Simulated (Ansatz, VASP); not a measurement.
## MgO in VASP and in Ansatz

```
Mg O
1.0
     3.55903    0.00000    0.00000
    -1.77951    3.08221    0.00000
     0.00000    0.00000    4.08363
Mg O
2 2
Direct
  0.66667 0.33333 0.75000
  0.33333 0.66667 0.25000
  0.66667 0.33333 0.25000
  0.33333 0.66667 0.75000
```

Alike in both runs: task single point; functional PBE; k mesh 9 × 9 × 6; occupations gaussian, width 0.05 eV; no spin polarisation.

```csv
,VASP,Ansatz
version,VASP 6.6.1,Ansatz 0.2.0
potentials or method,"VASP PAW PBE potentials, release 64 (Mg, O), cutoff 520 eV","scalar-relativistic, plane waves, PAW"
valence electrons in the cell,16,32
```

|  | VASP | Ansatz | Ansatz less VASP |
| --- | --- | --- | --- |
| gap on the k mesh at the Fermi level (eV) | 3.40 | 3.42 | +0.020 |
| least direct gap on the mesh (eV) | 3.40 | 3.42 | +0.020 |
| pressure (GPa) | 2.3 | 2.9 | +0.58 |
| traceless stress, the component that is largest in VASP (GPa) | 5.93 | 6.00 | +0.066 |

With one functional, cell and mesh, what is left measures potentials, basis and numerics. VASP's potentials hold 16 valence electrons a cell and Ansatz's 32, so a difference there can come from the potentials and not from the codes.
